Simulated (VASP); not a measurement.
Write the native input for VASP 6.6.1 that does the following.

```yaml
Task: single point
Functional: PBE
Potentials_or_basis: VASP PAW PBE potentials, release 64 (In_d, Pd)
Cutoff: 520 eV
k_mesh: 7 × 7 × 7
Occupations: gaussian, width 0.025 eV
Spin: no spin polarisation
Dipole_correction: no
Further_INCAR_settings: ALGO = Normal; EDIFF = 1e-06; NBANDS = 18
```

The structure of InPd lies in POSCAR:

```
InPd
1.0
    3.2718847800      0.0000000000      0.0000000000
    0.0000000000      3.2718847800      0.0000000000
    0.0000000000      0.0000000000      3.2718847800
In Pd
1 1
Direct
    0.0000000000      0.0000000000      0.0000000000
    0.5000000000      0.5000000000      0.5000000000
```

The input as run:

INCAR

```
SYSTEM = InPd
ALGO = Normal
EDIFF = 1E-6
ENCUT = 520
GGA = PE
ISIF = 2
ISMEAR = 0
LASPH = .True.
LCHARG = .True.
LELF = .True.
LREAL = .False.
LVHAR = .True.
LWAVE = .False.
NBANDS = 18
NELM = 100
PREC = Accurate
SIGMA = 0.025
```

KPOINTS

```
k-points
0
Gamma
  7 7 7
  0 0 0
```

Potentials or basis: VASP PAW PBE potentials, release 64 (In_d, Pd).

Launch:

```bash
$ cat potpaw_PBE.64/In_d/POTCAR potpaw_PBE.64/Pd/POTCAR > POTCAR
$ mpirun -np 1 vasp_std > vasp.out
```

Results of the run:

The pressure is 4.3 GPa.

Wall time 7 s on 1 thread of Intel(R) Xeon(R) Platinum 8259CL CPU @ 2.50GHz (Skylake/Cascade Lake), on a shared host, peak memory 0.14 GiB.
